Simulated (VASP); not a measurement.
# SiC (P6_3mc) in VASP: notebook

Runs on SiC. Level: r2SCAN. Tasks: single point.

All numbers are computed with VASP 6.6.1; they aren't measurements. Logs are shortened: lines on timing, memory, paths and dates and some standing lists are left out, and cuts for length are marked.

## (1) The cell of the first run

The structure is hexagonal, space group P6_3mc (No. 186). Conventional cell: a = 3.016 Å, b = 3.016 Å, c = 4.948 Å, α = 90.00°, β = 90.00°, γ = 120.00°. Within 2.5 Å of Si (site symmetry 3m) lie 4 C at 1.85 to 1.86 Å. C (site symmetry 3m) has 4 Si at 1.85 to 1.86 Å within 2.5 Å.

## (2) Single point, r2SCAN

POSCAR

```
SiC
1.0
    3.0162583854      0.0000000000      0.0000000000
   -1.5081291927      2.6121563861      0.0000000000
    0.0000000000      0.0000000000      4.9482768004
Si C
2 2
Direct
    0.3333333333      0.6666666667      0.0046154919
    0.6666666667      0.3333333333      0.5046154919
    0.3333333333      0.6666666667      0.3803845081
    0.6666666667      0.3333333333      0.8803845081
```

INCAR.step1

```
SYSTEM = SiC
ALGO     = Normal         ! electronic algorithm
EDIFF    = 1E-4           ! SCF threshold, eV
ENCUT    = 520            ! plane-wave cutoff, eV
GGA      = PE             ! functional
ISMEAR   = 0              ! smearing method
LASPH    = .TRUE.         ! aspherical terms in the spheres
LCHARG   = .FALSE.        ! write CHGCAR
LREAL    = .FALSE.        ! projectors in reciprocal space
LWAVE    = .TRUE.         ! write WAVECAR
NBANDS   = 16             ! bands
NELM     = 80             ! most SCF steps
PREC     = Accurate       ! precision mode
SIGMA    = 0.01           ! smearing width, eV
```

INCAR.step2

```
SYSTEM = SiC
ALGO     = Normal         ! electronic algorithm
EDIFF    = 1E-7           ! SCF threshold, eV
ENCUT    = 520            ! plane-wave cutoff, eV
ISIF     = 2              ! what is computed and relaxed
ISMEAR   = 0              ! smearing method
ISTART   = 1            
LASPH    = .TRUE.         ! aspherical terms in the spheres
LCHARG   = .FALSE.        ! write CHGCAR
LMIXTAU  = .TRUE.       
LREAL    = .FALSE.        ! projectors in reciprocal space
LWAVE    = .FALSE.        ! write WAVECAR
METAGGA  = R2SCAN         ! meta-GGA
NBANDS   = 16             ! bands
NELM     = 80             ! most SCF steps
PREC     = Accurate       ! precision mode
SIGMA    = 0.01           ! smearing width, eV
```

KPOINTS

```
k-points
0
G
  8 8 6
  0 0 0
```

Potentials or basis: VASP PAW PBE potentials, release 64 (Si, C).

On the command line:

```sh
> cat potpaw_PBE.64/Si/POTCAR potpaw_PBE.64/C/POTCAR > POTCAR
> cp INCAR.step1 INCAR
> mpirun -np 1 vasp_std > vasp.out
> cp INCAR.step2 INCAR
> mpirun -np 1 vasp_std > vasp.out
```

OUTCAR:

```text
SYSTEM = SiC
   EDIFF = 1E-7
   ENCUT = 520
   ISIF = 2
   ISMEAR = 0
   ISTART = 1
   LASPH = .TRUE.
   LREAL = .FALSE.
   METAGGA = R2SCAN
   NELM = 80
   PREC = Accurate

 ion  position               nearest neighbor table
   1  0.333  0.667  0.005-   4 1.85   4 1.85   4 1.85   3 1.86   2 3.03   2 3.03   2 3.03   2 3.03
                             2 3.03   2 3.03
   2  0.667  0.333  0.505-   3 1.85   3 1.85   3 1.85   4 1.86   1 3.03   1 3.03   1 3.03   1 3.03
                             1 3.03   1 3.03
   3  0.333  0.667  0.380-   2 1.85   2 1.85   2 1.85   1 1.86
   4  0.667  0.333  0.880-   1 1.85   1 1.85   1 1.85   2 1.86

  LATTYP: Found a hexagonal cell.
 ALAT       =     3.0162583854
 C/A-ratio  =     1.6405347845

  Lattice vectors:

 A1 = (   3.0162583854,   0.0000000000,   0.0000000000)
 A2 = (  -1.5081291927,   2.6121563861,   0.0000000000)
 A3 = (   0.0000000000,   0.0000000000,   4.9482768004)

Analysis of symmetry for initial positions (statically):
=====================================================================
 Subroutine PRICEL returns:
 Original cell was already a primitive cell.

 Routine SETGRP: Setting up the symmetry group for a
 hexagonal supercell.

 Subroutine GETGRP returns: Found 12 space group operations
 (whereof  6 operations were pure point group operations)
 out of a pool of 24 trial point group operations.

The static configuration has the point symmetry C_3v.
 The point group associated with its full space group is C_6v.

Analysis of symmetry for dynamics (positions and initial velocities):
=====================================================================
 Subroutine PRICEL returns:
 Original cell was already a primitive cell.

 Routine SETGRP: Setting up the symmetry group for a
 hexagonal supercell.

 Subroutine GETGRP returns: Found 12 space group operations
 (whereof  6 operations were pure point group operations)
 out of a pool of 24 trial point group operations.

The dynamic configuration has the point symmetry C_3v.
 The point group associated with its full space group is C_6v.

 Subroutine INISYM returns: Found 12 space group operations
 (whereof  6 operations are pure point group operations),
 and found     1 'primitive' translations

----------------------------------------------------------------------------------------

                                     Primitive cell

  volume of cell :      38.9872

  direct lattice vectors                    reciprocal lattice vectors
     3.016258385  0.000000000  0.000000000     0.331536583  0.191412736  0.000000000
    -1.508129193  2.612156386  0.000000000     0.000000000  0.382825471  0.000000000
     0.000000000  0.000000000  4.948276800     0.000000000  0.000000000  0.202090554

  length of vectors
     3.016258385  3.016258385  4.948276800     0.382825471  0.382825471  0.202090554

  position of ions in fractional coordinates (direct lattice)
     0.333333333  0.666666667  0.004615492
     0.666666667  0.333333333  0.504615492
     0.333333333  0.666666667  0.380384508
     0.666666667  0.333333333  0.880384508

  ion indices of the primitive-cell ions
   primitive index   ion index
                 1           1
                 2           2
                 3           3
                 4           4

----------------------------------------------------------------------------------------

 KPOINTS: k-points

Automatic generation of k-mesh.
 Grid dimensions read from file:
 generate k-points for:    8    8    6

 Generating k-lattice:

  Cartesian coordinates                     Fractional coordinates (reciprocal lattice)
     0.041442073  0.023926592  0.000000000     0.125000000 -0.000000000  0.000000000
     0.000000000  0.047853184  0.000000000     0.000000000  0.125000000  0.000000000
     0.000000000  0.000000000  0.033681759     0.000000000  0.000000000  0.166666667

  Length of vectors
     0.047853184  0.047853184  0.033681759

  Shift w.r.t. Gamma in fractional coordinates (k-lattice)
     0.000000000  0.000000000  0.000000000

 Subroutine IBZKPT returns following result:
 ===========================================

 Found     40 irreducible k-points:

 Following reciprocal coordinates:
            Coordinates               Weight
  0.000000  0.000000  0.000000      1.000000
  0.125000  0.000000  0.000000      6.000000
  0.250000  0.000000  0.000000      6.000000
  0.375000 -0.000000  0.000000      6.000000
  0.500000  0.000000  0.000000      3.000000
  0.125000  0.125000  0.000000      6.000000
[... 16 lines left out ...]
  0.250000  0.000000  0.333333     12.000000
  0.375000 -0.000000  0.333333     12.000000
 [... further k-points ...]
   k-points           NKPTS =     40   k-points in BZ     NKDIM =     40   number of bands    NBANDS=     16
   number of dos      NEDOS =    301   number of ions     NIONS =      4
   total plane-waves  NPLWV =  23040
   dimension x,y,z NGX =    24 NGY =   24 NGZ =   40
   dimension x,y,z NGXF=    48 NGYF=   48 NGZF=   80
   ions per type =               2   2
   NGX,Y,Z   is equivalent  to a cutoff of  13.23, 13.23, 13.44 a.u.
   NGXF,Y,Z  is equivalent  to a cutoff of  26.46, 26.46, 26.88 a.u.
 SYSTEM =  SiC
   PREC   = accura    normal or accurate (medium, high low for compatibility)
   ISTART =      1    job   : 0-new  1-cont  2-samecut
   ICHARG =      0    charge: 1-file 2-atom 10-const
   ISPIN  =      1    spin polarized calculation?
   LNONCOLLINEAR =      F non collinear calculations
   LSORBIT =      F    spin-orbit coupling
   LASPH  =      T    aspherical Exc in radial PAW
   ENCUT  =  520.0 eV  38.22 Ry    6.18 a.u.   5.61  5.61  9.20*2*pi/ulx,y,z
   NELM   =     80;   NELMIN=  2; NELMDL=  0     # of ELM steps
   EDIFF  = 0.1E-06   stopping-criterion for ELM
   LREAL  =      F    real-space projection
   EDIFFG = 0.1E-05   stopping-criterion for IOM
   NSW    =      0    number of steps for IOM
   IBRION =     -1    ionic relax: 0-MD 1-quasi-New 2-CG
   NFREE  =      0    steps in history (QN), initial steepest desc. (CG)
   ISIF   =      2    stress and relaxation
   ISYM   =      2    0-nonsym 1-usesym 2-fastsym
   POTIM  = 0.5000    time-step for ionic-motion
   TEBEG  =    0.0;   TEEND  =   0.0 temperature during run
   PSTRESS=    0.0 pullay stress
   NELECT =      16.0000    total number of electrons
   NUPDOWN=      -1.0000    fix difference up-down
   EMIN   =  10.00;   EMAX   =-10.00  energy-range for DOS
   EFERMI =   0.00;   METHOD = LEGACY
   ISMEAR =     0;   SIGMA  =   0.01  broadening in eV -4-tet -1-fermi 0-gaus
   EFERMI_NEDOS =   21; number of points for ismear=-14 and -15
   IALGO  =     38    algorithm
   IMIX   =      4    mixing-type and parameters
     AMIX     =   0.40;   BMIX     =  1.00
     AMIX_MAG =   1.60;   BMIX_MAG =  1.00
  volume/ion in A,a.u.               =       9.75        65.77
  Fermi-wavevector in a.u.,A,eV,Ry     =   1.216581  2.299004 20.137556  1.480069
  Thomas-Fermi vector in A             =   2.351930
   LORBIT       =      0    0 simple, 1 ext, 2 COOP (PROOUT), +10 PAW based schemes
   METAGGA = R2SCAN    functional components
   LHFCALC =     F    Hartree Fock is set to
   AEXX    =    0.0000 exact exchange contribution
   IVDW    =     0    specifies the selected vdW correction
   LEPSILON=     F    determine dielectric tensor
   LRPA    =     F    only Hartree local field effects (RPA)
 non-spin polarized calculation
 Gauss-broadening in eV      SIGMA  =   0.01
  energy-cutoff  :      520.00
  volume of cell :       38.99
 maximum number of plane-waves:      1099
 NGX is ok and might be reduce to    24
   NGX = 11   NGY = 11   NGZ = 19

 number of electron      15.9999998 magnetization

 Free energy of the ion-electron system (eV)
  ---------------------------------------------------
  ext. energy  EPLUGINS =         0.00000000
  ---------------------------------------------------
  free energy    TOTEN  =       -38.53381029 eV

  energy without entropy =      -38.53381029  energy(sigma->0) =      -38.53381029

 E-fermi :   8.9251     XC(G=0): -12.1943

 val. band max:        8.8234424207   @ k =   0.0000   0.0000   0.0000
 cond. band min:      11.6704876577   @ k =   0.3750   0.2500   0.0000
 fundamental gap:      2.8470452371
 Fermi energy:         8.9251364589

 k-point     1 :       0.0000    0.0000    0.0000
  band No.  band energies     occupation
      1      -8.0155      2.00000
      2      -4.1577      2.00000
      3      -0.5125      2.00000
      4       7.4083      2.00000
      5       7.4083      2.00000
      6       8.7102      2.00000
[... 8 lines left out ...]
     15      18.8508      0.00000
     16      21.1081      0.00000

 k-point     2 :       0.1250    0.0000    0.0000
  band No.  band energies     occupation
      1      -7.7221      2.00000
      2      -3.9126      2.00000
      3      -0.2377      2.00000
      4       5.9598      2.00000
      5       6.9352      2.00000
      6       7.8226      2.00000
[... 8 lines left out ...]
     15      19.4830      0.00000
     16      19.5846      0.00000

 k-point     3 :       0.2500    0.0000    0.0000
  band No.  band energies     occupation
      1      -6.8618      2.00000
      2      -3.2428      2.00000
      3       0.5295      2.00000
      4       3.3529      2.00000
      5       5.7000      2.00000
      6       6.0918      2.00000
[... 8 lines left out ...]
     15      20.1250      0.00000
     16      20.7007      0.00000

 k-point     4 :       0.3750   -0.0000    0.0000
  band No.  band energies     occupation
      1      -5.5317      2.00000
      2      -2.5767      2.00000
      3       0.7958      2.00000
      4       2.1427      2.00000
      5       3.4890      2.00000
      6       5.4520      2.00000
[... 8 lines left out ...]
     15      21.4761      0.00000
     16      22.5395      0.00000

 k-point     5 :       0.5000    0.0000    0.0000
  band No.  band energies     occupation
      1      -4.4213      2.00000
      2      -2.8888      2.00000
      3       0.5953      2.00000
      4       2.1361      2.00000
      5       2.9918      2.00000
      6       5.2223      2.00000
[... 8 lines left out ...]
     15      20.6057      0.00000
     16      22.7812      0.00000

 k-point     6 :       0.1250    0.1250    0.0000
  band No.  band energies     occupation
      1      -7.1445      2.00000
      2      -3.4516      2.00000
      3       0.2890      2.00000
      4       4.3565      2.00000
      5       5.5140      2.00000
      6       6.8677      2.00000
[... 8 lines left out ...]
     15      19.7647      0.00000
     16      20.2298      0.00000
[... 267 lines left out ...]
 k-point    21 :       0.0000    0.0000    0.3333
  band No.  band energies     occupation
      1      -7.4302      2.00000
      2      -5.7753      2.00000
      3       2.0420      2.00000
      4       6.1702      2.00000
      5       7.7224      2.00000
      6       7.7224      2.00000
[... 8 lines left out ...]
     15      18.0252      0.00000
     16      20.4073      0.00000

 k-point    22 :       0.1250    0.0000    0.3333
  band No.  band energies     occupation
      1      -7.1405      2.00000
      2      -5.5005      2.00000
      3       2.2300      2.00000
      4       6.0053      2.00000
      5       6.4219      2.00000
      6       7.2970      2.00000
[... 8 lines left out ...]
     15      18.7025      0.00000
     16      20.7527      0.00000

 k-point    23 :       0.2500    0.0000    0.3333
  band No.  band energies     occupation
      1      -6.2941      2.00000
      2      -4.7110      2.00000
      3       2.3715      2.00000
      4       4.2227      2.00000
      5       4.5272      2.00000
      6       6.5066      2.00000
[... 8 lines left out ...]
     15      20.3920      0.00000
     16      21.2315      0.00000

 k-point    24 :       0.3750   -0.0000    0.3333
  band No.  band energies     occupation
      1      -5.0022      2.00000
      2      -3.6060      2.00000
      3       0.7520      2.00000
      4       2.0780      2.00000
      5       4.5054      2.00000
      6       5.8919      2.00000
[... 8 lines left out ...]
     15      21.9683      0.00000
     16      22.4970      0.00000

 [... further k-points ...]
[... 5 lines left out ...]
  --------------------------------------------------------------------------------------
  -------------------------------------------------------------------------------------
  Total        3.5915817      3.5915817      3.5907138      0.0000000      0.0000000      0.0000000
  in kB      147.5960135    147.5960135    147.5603466      0.0000000      0.0000000      0.0000000
  external PRESSURE =     147.5841245 kB  Pullay stress =       0.0000000 kB

 VOLUME and BASIS-vectors are now :
 -----------------------------------------------------------------------------
  energy-cutoff  :      520.00
  volume of cell :       38.99
      direct lattice vectors                 reciprocal lattice vectors
     3.016258385  0.000000000  0.000000000     0.331536583  0.191412736  0.000000000
    -1.508129193  2.612156386  0.000000000     0.000000000  0.382825471  0.000000000
     0.000000000  0.000000000  4.948276800     0.000000000  0.000000000  0.202090554

 POSITION                                       TOTAL-FORCE (eV/Angst)
 -----------------------------------------------------------------------------------
     -0.00000      1.74144      0.02284        -0.000000      0.000000     -0.002291
      1.50813      0.87072      2.49698        -0.000000     -0.000000     -0.002291
     -0.00000      1.74144      1.88225         0.000000      0.000000      0.002291
      1.50813      0.87072      4.35639         0.000000      0.000000      0.002291
 -----------------------------------------------------------------------------------
    total drift:                                0.000000      0.000000     -0.000398

  FREE ENERGIE OF THE ION-ELECTRON SYSTEM (eV)
  ---------------------------------------------------
  free  energy   TOTEN  =       -38.5338102925 eV

  energy  without entropy=      -38.5338102925  energy(sigma->0) =      -38.53381029
```

Run time: 45 s. Hardware: 1 thread of Intel Xeon Platinum 8559C (Emerald Rapids), shared host; peak memory 0.16 GiB.

Results:

| Property | Result |
| --- | --- |
| Free energy | -38.5338 eV |
| Pressure | 14.8 GPa |
| Band gap on the k mesh | 2.85 eV, indirect (least direct gap 4.62 eV) |

Forces on the atoms (eV/Å):
```
Si   0.000  0.000 -0.002
Si   0.000  0.000 -0.002
C    0.000  0.000  0.002
C    0.000  0.000  0.002
```

Levels at points of the mesh, in eV from the valence-band top:
```
           k point  band 4  band 5  band 6  band 7  band 8  band 9  band 10  band 11  band 12  band 13
(0.00, 0.00, 0.00)   -1.42   -1.42   -0.11    0.00    0.00    5.91     7.44     7.57     7.57     8.90
(0.50, 0.00, 0.00)   -6.69   -5.83   -3.60   -3.53   -1.27    3.35     4.74     7.90     7.95    11.41
(0.00, 0.00, 0.50)   -4.74   -0.76   -0.76   -0.76   -0.76    7.04     7.04     8.24     8.24     8.24
(0.50, 0.00, 0.50)   -8.82   -2.64   -2.64   -2.50   -2.50    3.87     3.87     6.08     6.08    11.55
```

Caveat: the PAW data sets were made with another functional, which shifts forces and pressure a little.

(Part 1 of 2 ends here.)
